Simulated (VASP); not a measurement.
Crystal: RbRe.

```
Rb Re
1.0
     4.64648    0.00000    0.00000
     0.00000    4.64648    0.00000
     0.00000    0.00000    4.64648
Rb Re
1 1
Cartesian
  2.3232 2.3232 2.3232
  0.0000 0.0000 0.0000
```

```yaml
Program: VASP 6.6.1
Task: relaxation of cell and atoms
Functional: PBE
Potentials_or_basis: VASP PAW PBE potentials, release 64 (Rb_sv, Re_sv_GW)
Cutoff: 500 eV
k_mesh: 4 × 4 × 4
Occupations: gaussian, width 0.1 eV
Spin: no spin polarisation
```

At the start: pressure -4.3 GPa; volume 50.16 Å³/atom.

Q: Where does the relaxation end?

A: Over 6 steps the energy falls by 561.8 meV/atom and the volume is 26.14 Å³/atom (-47.9 %); space group Pm-3m (No. 221, to 0.05 Å).

The path:
```tsv
step	energy change (eV)	largest force (eV/Å)	pressure (GPa)	volume (Å³)
1	0.0000	0.0000	-4.35	100.32
2	-0.5272	0.0000	-4.65	81.82
3	-0.7950	0.0000	12.35	40.21
4	-1.0408	0.0000	-2.68	61.36
5	-1.1226	0.0000	0.34	51.38
6	-1.1235	0.0000	-0.02	52.29
```

Final structure:
```yaml
crystal:
  lattice:
    - [3.73943, 0.00000, 0.00000]
    - [0.00000, 3.73943, 0.00000]
    - [0.00000, 0.00000, 3.73943]
  atoms:
    - { symbol: Rb, position: [0.50000, 0.50000, 0.50000] }
    - { symbol: Re, position: [0.00000, 0.00000, 0.00000] }
```

Caveat: the volume moved by over 15 % at a fixed basis, so the end points are rough.
